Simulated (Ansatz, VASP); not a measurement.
PbS: VASP beside Ansatz

File INCAR:

```
SYSTEM = PbS
ALGO = Normal
EDIFF = 1E-6
ENCUT = 520
GGA = CA
ISIF = 2
ISMEAR = -1
LASPH = .True.
LCHARG = .False.
LREAL = .False.
LWAVE = .False.
NBANDS = 17
NELM = 100
PREC = Accurate
SIGMA = 0.05
```

The input KPOINTS:

```
k-points
0
Gamma
  8 8 8
  0 0 0
```

POSCAR

```
PbS
1.0
    2.0695340594      1.1948460463      3.3814492087
   -2.0695340594      1.1948460463      3.3814492087
    0.0000000000     -2.3896920926      3.3814492087
Pb S
1 1
Direct
    0.9805657800      0.9805657800      0.9805657800
    0.4750355500      0.4750355500      0.4750355500
```

The input input.yaml:

```yaml
crystal:
  lattice:
    - [2.0695340594, 1.1948460463, 3.3814492087]
    - [-2.0695340594, 1.1948460463, 3.3814492087]
    - [0.0, -2.3896920926, 3.3814492087]
  atoms:
    - { symbol: Pb, position: [0.98056578, 0.98056578, 0.98056578] }
    - { symbol: S, position: [0.47503555, 0.47503555, 0.47503555] }
hamiltonian:
  xc: lda
  pseudopotentials: { kind: paw }
kpoints:
  mp_grid: { grid: [8, 8, 8] }
scf:
  occupations: { method: fermi_dirac, width: 0.05 }
output:
  forces: true
  stress: true
  eigenvalues: true
```

Alike in both runs: task single point; functional LDA; k mesh 8 × 8 × 8; occupations fermi-dirac, width 0.05 eV; no spin polarisation.

```csv
,VASP,Ansatz
version,VASP 6.6.1,Ansatz 0.2.0
potentials or method,"VASP PAW LDA potentials, release 64 (Pb_d, S)",Ansatz PAW
plane-wave cutoff (eV),520,420
valence electrons in the cell,20,20
```

```csv
,VASP,Ansatz,Ansatz less VASP
gap on the k mesh at the Fermi level (eV),0.12,0.13,+0.016
least direct gap on the mesh (eV),0.12,0.13,+0.016
pressure (GPa),-0.3,-0.3,-0.05
rms of the force components (eV/Å),0.017,0.016,-0.0012
```

LDA's correlation is that of Perdew and Zunger in VASP and of Perdew and Wang (1992) in Ansatz. Atom by atom the forces differ by 0.001 eV/Å (rms over components).

Spin-orbit coupling is off throughout.
